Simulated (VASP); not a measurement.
# BAs in VASP: a series of runs, part 2 of 2

VASP 6.6.1. Earlier steps stand in the parts before.

## Step 3: Single point, r2SCAN (uniaxial z strain +1.5%)

Contents of POSCAR:

```
BAs
1.0
    0.0000000000      2.3918676074      2.4277456215
    2.3918676074      0.0000000000      2.4277456215
    2.3918676074      2.3918676074      0.0000000000
B As
1 1
Direct
    0.0000000000      0.0000000000      0.0000000000
    0.2500000000      0.2500000000      0.2500000000
```

Contents of INCAR.step1:

```
ALGO     = Normal         # electronic algorithm
EDIFF    = 1E-5           # SCF threshold, eV
ENCUT    = 550            # plane-wave cutoff, eV
GGA      = PE             # functional
GGA_COMPAT= False        
ISMEAR   = 0              # smearing method
LASPH    = True           # aspherical terms in the spheres
LCHARG   = False          # write CHGCAR
LREAL    = False          # projectors in reciprocal space
LWAVE    = True           # write WAVECAR
NBANDS   = 11             # bands
NELM     = 120            # most SCF steps
PREC     = Accurate       # precision mode
SIGMA    = 0.01           # smearing width, eV
```

Contents of INCAR.step2:

```
ALGO     = Normal         # electronic algorithm
EDIFF    = 1E-6           # SCF threshold, eV
ENCUT    = 550            # plane-wave cutoff, eV
GGA_COMPAT= False        
ISIF     = 2              # what is computed and relaxed
ISMEAR   = 0              # smearing method
ISTART   = 1            
LASPH    = True           # aspherical terms in the spheres
LCHARG   = True           # write CHGCAR
LELF     = True           # ELF
LMIXTAU  = True         
LREAL    = False          # projectors in reciprocal space
LVHAR    = True         
LWAVE    = False          # write WAVECAR
METAGGA  = R2SCAN         # meta-GGA
NBANDS   = 11             # bands
NELM     = 120            # most SCF steps
PREC     = Accurate       # precision mode
SIGMA    = 0.01           # smearing width, eV
```

Contents of KPOINTS:

```
k-points
0
Gamma
  10 10 10
```

Potentials or basis: VASP PAW PBE potentials, release 64 (B, As).

On the command line:

```console
cat potpaw_PBE.64/B/POTCAR potpaw_PBE.64/As/POTCAR > POTCAR
cp INCAR.step1 INCAR
mpirun -np 1 vasp_std > vasp.out
cp INCAR.step2 INCAR
mpirun -np 1 vasp_std > vasp.out
```

OUTCAR:

```text
EDIFF = 1E-6
   ENCUT = 550
   ISIF = 2
   ISMEAR = 0
   ISTART = 1
   LASPH = True
   LREAL = False
   METAGGA = R2SCAN
   NELM = 120
   PREC = Accurate

 ion  position               nearest neighbor table
   1  0.000  0.000  0.000-   2 2.08   2 2.08   2 2.08   2 2.08
   2  0.250  0.250  0.250-   1 2.08   1 2.08   1 2.08   1 2.08

  LATTYP: Found a body centered tetragonal cell.
 ALAT       =     3.3826116098
 C/A-ratio  =     1.4354267658

  Lattice vectors:

[... 521 lines left out ...]

 [... further k-points ...]

------------------------ aborting loop because EDIFF is reached ----------------------------------------

  FORCE on cell =-STRESS in cart. coord.  units (eV):
  Direction    XX          YY          ZZ          XY          YZ          ZX
  --------------------------------------------------------------------------------------
  -------------------------------------------------------------------------------------
  Total       -0.1223100     -0.1223100     -0.7008997      0.0000000     -0.0000000      0.0000000
  in kB       -7.0544833     -7.0544833    -40.4258347      0.0000000     -0.0000000      0.0000000
  external PRESSURE =     -18.1782671 kB  Pullay stress =       0.0000000 kB

 VOLUME and BASIS-vectors are now :
 -----------------------------------------------------------------------------
  energy-cutoff  :      550.00
  volume of cell :       27.78
      direct lattice vectors                 reciprocal lattice vectors
     0.000000000  2.391867607  2.427745622    -0.209041670  0.209041670  0.205952385
     2.391867607  0.000000000  2.427745622     0.209041670 -0.209041670  0.205952385
     2.391867607  2.391867607  0.000000000     0.209041670  0.209041670 -0.205952385

 POSITION                                       TOTAL-FORCE (eV/Angst)
 -----------------------------------------------------------------------------------
      0.00000      0.00000      0.00000        -0.000000     -0.000000      0.000000
      1.19593      1.19593      1.21387         0.000000      0.000000     -0.000000
 -----------------------------------------------------------------------------------
    total drift:                               -0.000000     -0.000000     -0.000000

  FREE ENERGIE OF THE ION-ELECTRON SYSTEM (eV)
  ---------------------------------------------------
  free  energy   TOTEN  =       -22.2519057417 eV

  energy  without entropy=      -22.2519057417  energy(sigma->0) =      -22.25190574
```

OUTCAR.step1:

```text
EDIFF = 1E-5
   ENCUT = 550
   GGA = PE
   ISMEAR = 0
   LASPH = True
[... 558 lines left out ...]
 -----------------------------------------------------------------------------------
      0.00000      0.00000      0.00000        -0.000000     -0.000000     -0.000000
      1.19593      1.19593      1.21387         0.000000      0.000000      0.000000
 -----------------------------------------------------------------------------------
    total drift:                               -0.000000     -0.000000     -0.000000

  FREE ENERGIE OF THE ION-ELECTRON SYSTEM (eV)
  ---------------------------------------------------
  free  energy   TOTEN  =       -11.4109955262 eV

  energy  without entropy=      -11.4109955262  energy(sigma->0) =      -11.41099553
```

OSZICAR.step1:

```text
N       E                     dE             d eps       ncg     rms          rms(c)
DAV:   1     0.132124611802E+02    0.13212E+02   -0.39031E+03  2244   0.672E+02
DAV:   2    -0.112619393354E+02   -0.24474E+02   -0.23382E+02  3039   0.105E+02
DAV:   3    -0.120114998621E+02   -0.74956E+00   -0.74782E+00  2767   0.174E+01
DAV:   4    -0.120135774397E+02   -0.20776E-02   -0.20775E-02  2514   0.104E+00
DAV:   5    -0.120135806854E+02   -0.32458E-05   -0.32458E-05  2674   0.441E-02    0.480E+00
DAV:   6    -0.114719960690E+02    0.54158E+00   -0.15260E+00  2391   0.497E+00    0.234E+00
DAV:   7    -0.114170531509E+02    0.54943E-01   -0.17920E-01  2642   0.208E+00    0.969E-01
DAV:   8    -0.114105321753E+02    0.65210E-02   -0.19810E-02  2550   0.798E-01    0.963E-02
DAV:   9    -0.114108327489E+02   -0.30057E-03   -0.77776E-04  2577   0.159E-01    0.565E-02
DAV:  10    -0.114109894927E+02   -0.15674E-03   -0.19303E-04  2380   0.846E-02    0.120E-02
DAV:  11    -0.114109955262E+02   -0.60335E-05   -0.55094E-06  2620   0.158E-02
   1 F= -.11410996E+02 E0= -.11410996E+02  d E =-.299709E-43
```

It took 88 s on 1 thread of AMD EPYC 9R45 (Zen 5), shared host; peak memory 0.16 GiB.

What came out:

| Item | Value |
| --- | --- |
| Free energy | -22.2519 eV |
| Pressure | -1.8 GPa |
| Band gap on the k mesh | 1.27 eV, indirect (least direct gap 3.34 eV) |

Stress tensor (GPa, compression positive):
```
-0.71  0.00  0.00
 0.00 -0.71  0.00
 0.00  0.00 -4.04
```

Caveat: the cell differs from its parent crystal (uniaxial z strain +1.5%); the PAW data sets were made with another functional, which shifts forces and pressure a little.

## Step 4: Single point, PBE (strain +1.5%)

Contents of INCAR:

```
SYSTEM = BAs
  ALGO = Normal
  EDIFF = 1E-6
  ENCUT = 520
  GGA = PE
  ISIF = 2
  ISMEAR = -1
  LASPH = .True.
  LCHARG = .True.
  LELF = .True.
  LREAL = .False.
  LVHAR = .True.
  LWAVE = .False.
  NBANDS = 11
  NELM = 80
  PREC = Accurate
  SIGMA = 0.02
```

Contents of KPOINTS:

```
k-points
0
Gamma
  10 10 10
  0 0 0
```

Contents of POSCAR:

```
BAs
1.0
    0.0000000000      2.4277456215      2.4277456215
    2.4277456215      0.0000000000      2.4277456215
    2.4277456215      2.4277456215      0.0000000000
B As
1 1
Direct
    0.0000000000      0.0000000000      0.0000000000
    0.2500000000      0.2500000000      0.2500000000
```

Potentials or basis: VASP PAW PBE potentials, release 64 (B, As).

On the command line:

```console
cat potpaw_PBE.64/B/POTCAR potpaw_PBE.64/As/POTCAR > POTCAR
mpirun -np 1 vasp_std > vasp.out
```

OUTCAR:

```text
SYSTEM = BAs
   EDIFF = 1E-6
   ENCUT = 520
   GGA = PE
   ISIF = 2
   ISMEAR = -1
   LASPH = .True.
   LREAL = .False.
   NELM = 80
   PREC = Accurate

 ion  position               nearest neighbor table
   1  0.000  0.000  0.000-   2 2.10   2 2.10   2 2.10   2 2.10
   2  0.250  0.250  0.250-   1 2.10   1 2.10   1 2.10   1 2.10

  LATTYP: Found a face centered cubic cell.
 ALAT       =     4.8554912430

  Lattice vectors:

 A1 = (   0.0000000000,   2.4277456215,   2.4277456215)
 A2 = (   2.4277456215,   0.0000000000,   2.4277456215)
 A3 = (   2.4277456215,   2.4277456215,   0.0000000000)

Analysis of symmetry for initial positions (statically):
=====================================================================
 Subroutine PRICEL returns:
 Original cell was already a primitive cell.

 Routine SETGRP: Setting up the symmetry group for a
 face centered cubic supercell.

 Subroutine GETGRP returns: Found 24 space group operations
 (whereof 24 operations were pure point group operations)
 out of a pool of 48 trial point group operations.

The static configuration has the point symmetry T_d .

[... 171 lines left out ...]
      3       5.5978      2.00000
      4       5.5978      2.00000
      5       8.8145      0.00000
      6       8.8145      0.00000
      7       8.8145      0.00000
      8       9.6718      0.00000
      9      14.9498      0.00000
     10      18.3535      0.00000
     11      18.3535      0.00000
[... 309 lines left out ...]
 k-point    24 :       0.4000    0.3000    0.0000
  band No.  band energies     occupation
      1      -6.8555      2.00000
      2      -0.7311      2.00000
      3       1.8211      2.00000
      4       2.2859      2.00000
      5       7.3183      0.00000
      6       8.9714      0.00000
      7      14.0918      0.00000
      8      14.3484      0.00000
      9      17.2310      0.00000
     10      20.8035      0.00000
     11      21.1551      0.00000

 [... further k-points ...]

------------------------ aborting loop because EDIFF is reached ----------------------------------------

  FORCE on cell =-STRESS in cart. coord.  units (eV):
  Direction    XX          YY          ZZ          XY          YZ          ZX
  --------------------------------------------------------------------------------------
  -------------------------------------------------------------------------------------
  Total       -0.5430220     -0.5430220     -0.5430220      0.0000000     -0.0000000     -0.0000000
  in kB      -30.4010433    -30.4010433    -30.4010433      0.0000000     -0.0000000     -0.0000000
  external PRESSURE =     -30.4010433 kB  Pullay stress =       0.0000000 kB

 VOLUME and BASIS-vectors are now :
 -----------------------------------------------------------------------------
  energy-cutoff  :      520.00
  volume of cell :       28.62
      direct lattice vectors                 reciprocal lattice vectors
     0.000000000  2.427745622  2.427745622    -0.205952385  0.205952385  0.205952385
     2.427745622  0.000000000  2.427745622     0.205952385 -0.205952385  0.205952385
     2.427745622  2.427745622  0.000000000     0.205952385  0.205952385 -0.205952385

 POSITION                                       TOTAL-FORCE (eV/Angst)
 -----------------------------------------------------------------------------------
      0.00000      0.00000      0.00000         0.000000      0.000000     -0.000000
      1.21387      1.21387      1.21387        -0.000000     -0.000000      0.000000
 -----------------------------------------------------------------------------------
    total drift:                               -0.000000     -0.000000     -0.000000

  FREE ENERGIE OF THE ION-ELECTRON SYSTEM (eV)
  ---------------------------------------------------
  free  energy   TOTEN  =       -11.4071970854 eV

  energy  without entropy=      -11.4071970854  energy(sigma->0) =      -11.40719709
```

stdout:

```text
POSCAR found type information on POSCAR B As
 POSCAR found :  2 types and       2 ions
 scaLAPACK will be used
 LDA part: xc-table for (Slater+PW92), standard interpolation
 POSCAR, INCAR and KPOINTS ok, starting setup
 FFT: planning ... GRIDC
 FFT: planning ... GRID_SOFT
 FFT: planning ... GRID
 WAVECAR not read
 entering main loop
```

It took 10 s on 1 thread of Intel Xeon 6975P-C (Granite Rapids), shared host; peak memory 0.16 GiB.

Results:

```
Free energy            : -11.4072 eV
Pressure               : -3.0 GPa
Band gap on the k mesh : 1.22 eV, indirect (least direct gap 3.22 eV)
```

Caveat: the cell differs from its parent crystal (strain +1.5%).

## Step 5: Summary

| level | cell | cutoff (eV) | smearing | gap on the mesh (eV) | pressure (GPa) |
| --- | --- | --- | --- | --- | --- |
| r2SCAN | a = 3.356, b = 3.356, c = 3.281 Å, angles 60.7, 60.7, 58.5°, 2 atoms | 550 | gaussian 0.01 eV | 0.96 | 7.7 |
| r2SCAN | a = 3.408, b = 3.408, c = 3.383 Å, angles 60.2, 60.2, 59.5°, 2 atoms | 550 | gaussian 0.01 eV | 1.27 | -1.8 |
| PBE | a = 3.433 Å, angles 60.0°, 2 atoms | 520 | fermi-dirac 0.02 eV | 1.22 | -3.0 |

Alike in all rows: task single point; potentials or basis VASP PAW PBE potentials, release 64 (B, As); no spin polarisation; k mesh 10 × 10 × 10.

Caveats: the PAW data sets were made with another functional, which shifts forces and pressure a little (some runs).

Total energies depend on the potentials used, so only differences within one code and one set of settings carry meaning.
